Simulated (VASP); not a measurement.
Input of a VASP 6.6.1 run:

The input INCAR:

```
SYSTEM = Al2GaAs3
ALGO = Normal
EDIFF = 1E-6
EDIFFG = -0.025
ENCUT = 600
GGA = PE
IBRION = 2
ISIF = 3
ISMEAR = 0
LASPH = .TRUE.
LCHARG = .FALSE.
LREAL = .FALSE.
LWAVE = .FALSE.
NELM = 100
NSW = 80
PREC = Accurate
SIGMA = 0.1
```

The input KPOINTS:

```
k-points
0
G
  4 2 2
  0 0 0
```

File POSCAR:

```
Al2GaAs3
1.0
    4.0434398507     -0.0570968173      0.0310716255
   -0.0988944888      6.9919011056      0.0114402472
    0.0761457790      0.0161866370     10.2939985045
Al Ga As
4 2 6
Direct
    0.0091678514     -0.0040883276     -0.0009231879
    0.4917969139      0.5058879947      0.0018133432
    0.4922028067      0.1725986893      0.3339989569
    1.0043847501      0.6657335694      0.3404852014
    0.0140878305      0.3382461966      0.6590980295
    0.4789098604      0.8257526358      0.6626986039
    0.0010508760      0.0013930301      0.7428691080
    0.4927421675      0.4934825995      0.7541822959
    0.0113524766      0.3441051716      0.4095185277
    0.5049783991      0.8335748548      0.4169752820
    0.4960534940      0.1592240588      0.0856993235
    1.0032725738      0.6640895270      0.0935845161
```

Potentials or basis: VASP PAW PBE potentials, release 64 (Al, Ga_d, As).

Launch:

```bash
$ cat potpaw_PBE.64/Al/POTCAR potpaw_PBE.64/Ga_d/POTCAR potpaw_PBE.64/As/POTCAR > POTCAR
$ mpirun -np 1 vasp_std > vasp.out
```

Task: Estimate the space group after relaxing (to 0.1 Å).

Result: P3m1 (No. 156).

Task: Predict the relaxed volume.

Result: 23.61 Å³/atom.

Task: Estimate the band gap on the k mesh.

Result: 0.91 eV.

Final structure:
```
Al Ga As
1.0
     4.07872    0.00018   -0.00012
    -0.00056    7.00340   -0.01749
     0.00269   -0.02385    9.91771
Al Ga As
4 2 6
Direct
  0.99993 0.99984 0.00087
  0.50006 0.49956 0.00027
  0.50129 0.16807 0.33395
  0.00093 0.66796 0.33320
  0.99974 0.33259 0.66627
  0.49821 0.83277 0.66632
  0.99807 0.99936 0.75102
  0.49971 0.49926 0.75072
  0.00133 0.33449 0.41554
  0.50082 0.83413 0.41541
  0.49998 0.16618 0.08353
  0.99993 0.66578 0.08289
```

Caveat: the k points lie up to 0.45 Å⁻¹ apart in the final cell. A k mesh can miss the band edges.
